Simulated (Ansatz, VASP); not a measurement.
# BN: VASP beside Ansatz

INCAR

```
SYSTEM = BN
ALGO     = Normal         ! electronic algorithm
EDIFF    = 1E-7           ! SCF threshold, eV
ENCUT    = 520            ! plane-wave cutoff, eV
GGA      = PE             ! functional
ISIF     = 2              ! what is computed and relaxed
ISMEAR   = 0              ! smearing method
LASPH    = .True.         ! aspherical terms in the spheres
LCHARG   = .False.        ! write CHGCAR
LREAL    = .False.        ! projectors in reciprocal space
LWAVE    = .False.        ! write WAVECAR
NBANDS   = 26             ! bands
NELM     = 60             ! most SCF steps
PREC     = Accurate       ! precision mode
SIGMA    = 0.05           ! smearing width, eV
```

File KPOINTS:

```
k-points
0
Gamma
  10 10 10
  0 0 0
```

File POSCAR:

```
BN
1.0
   -2.5545800964      0.0000000000      0.0000000000
   -0.0000000001      4.4246625189      0.0000000000
    1.2772900482     -2.2123312595     -4.2245145354
B N
4 4
Direct
    0.1422158239      0.6459108219      0.0215126741
    0.4871342098      0.1812684592      0.0083543891
    0.8053441468      0.0667853235      0.4846757105
    0.1986409493      0.5745024655      0.5158022657
    0.1813164081      0.9253583129      0.4127831605
    0.6400342774      0.3476218928      0.3852992487
    0.9037330138      0.2256870265      0.8169920216
    0.3915811710      0.7828656976      0.8545805299
```

Input for Ansatz:

```yaml
crystal:
  lattice:
    - [-2.5545800964, 0.0, 0.0]
    - [-1.0e-10, 4.4246625189, 0.0]
    - [1.2772900482, -2.2123312595, -4.2245145354]
  atoms:
    - { symbol: B, position: [0.1422158239, 0.6459108219, 0.0215126741] }
    - { symbol: B, position: [0.4871342098, 0.1812684592, 0.0083543891] }
    - { symbol: B, position: [0.8053441468, 0.0667853235, 0.4846757105] }
    - { symbol: B, position: [0.1986409493, 0.5745024655, 0.5158022657] }
    - { symbol: "N", position: [0.1813164081, 0.9253583129, 0.4127831605] }
    - { symbol: "N", position: [0.6400342774, 0.3476218928, 0.3852992487] }
    - { symbol: "N", position: [0.9037330138, 0.2256870265, 0.8169920216] }
    - { symbol: "N", position: [0.391581171, 0.7828656976, 0.8545805299] }
basis:
  ecutwfc: 420
kpoints:
  mp_grid: { grid: [10, 10, 10] }
hamiltonian:
  xc: pbe
scf:
  occupations: { method: gaussian, width: 0.05 }
output:
  forces: true
  stress: true
  eigenvalues: true
```

Change from the starting cell: all atoms moved at random, sigma 0.15 Å a component.

Alike in both runs: task single point; functional PBE; k mesh 10 × 10 × 10; occupations gaussian, width 0.05 eV; no spin polarisation.

```csv
,VASP,Ansatz
version,VASP 6.6.1,Ansatz 0.2.0
potentials or method,"VASP PAW PBE potentials, release 64 (B, N), cutoff 520 eV","scalar-relativistic, plane waves, PAW"
valence electrons in the cell,32,32
```

```tsv
	VASP	Ansatz	Ansatz less VASP
gap on the k mesh at the Fermi level (eV)	1.86	1.87	+0.008
least direct gap on the mesh (eV)	2.75	2.75	+0.001
rms of the force components (eV/Å)	6.872	6.843	-0.0286
```

Atom by atom the forces differ by 0.034 eV/Å (rms over components).
